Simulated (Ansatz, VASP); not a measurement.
## Two plane-wave programs on BN

INCAR

```
SYSTEM = BN
  ALGO = Normal
  EDIFF = 1E-6
  EDIFFG = -0.002
  ENCUT = 520
  GGA = PS
  IBRION = 2
  ISIF = 2
  ISMEAR = 0
  LASPH = .True.
  LCHARG = .False.
  LREAL = .False.
  LWAVE = .False.
  NELM = 80
  NSW = 60
  PREC = Accurate
  SIGMA = 0.02
```

KPOINTS

```
k-points
0
Gamma
  9 9 6
  0 0 0
```

File POSCAR:

```
BN
1.0
    2.5024521521      0.0000000000      0.0000000000
   -1.2512260760      2.1671871355      0.0000000000
    0.0000000000      0.0000000000      4.2404782112
B N
2 2
Direct
    0.3333333333      0.6666666667     -0.0002373568
    0.6666666667      0.3333333333      0.4997626432
    0.3333333333      0.6666666667      0.3742373568
    0.6666666667      0.3333333333      0.8742373568
```

Input for Ansatz:

```yaml
crystal:
  lattice:
    - [2.5024521521, 0.0, 0.0]
    - [-1.251226076, 2.1671871355, 0.0]
    - [0.0, 0.0, 4.2404782112]
  atoms:
    - { symbol: B, position: [0.3333333333, 0.6666666667, -0.0002373568] }
    - { symbol: B, position: [0.6666666667, 0.3333333333, 0.4997626432] }
    - { symbol: "N", position: [0.3333333333, 0.6666666667, 0.3742373568] }
    - { symbol: "N", position: [0.6666666667, 0.3333333333, 0.8742373568] }
basis:
  ecutwfc: 600.0
kpoints:
  mp_grid: { grid: [9, 9, 6] }
hamiltonian:
  xc: pbesol
  pseudopotentials: { kind: paw, azcp: { folder: soft_1 } }
scf:
  occupations: { method: gaussian, width: 0.02 }
output:
  forces: true
  stress: true
  eigenvalues: true
relax:
  adjacent_minimum: "off"
  f_tol: 0.002
  max_steps: 40
```

Change from the starting cell: strained cell.

Alike in both runs: task relaxation of the atoms; functional PBEsol; k mesh 9 × 9 × 6; occupations gaussian, width 0.02 eV; no spin polarisation.

|  | VASP | Ansatz |
| --- | --- | --- |
| version | VASP 6.6.1 | Ansatz 0.2.0 |
| potentials or method | VASP PAW PBE potentials, release 64 (B, N), cutoff 520 eV | scalar-relativistic, plane waves, PAW |
| valence electrons in the cell | 16 | 16 |

```csv
,VASP,Ansatz,Ansatz less VASP
"gap on the k mesh at the Fermi level, each at its own relaxed structure (eV)",4.77,4.79,+0.021
```

VASP's potentials were made for PBE, not for PBEsol, and Ansatz warns of the same on its side. Ansatz's warnings: stress scf threshold loose.
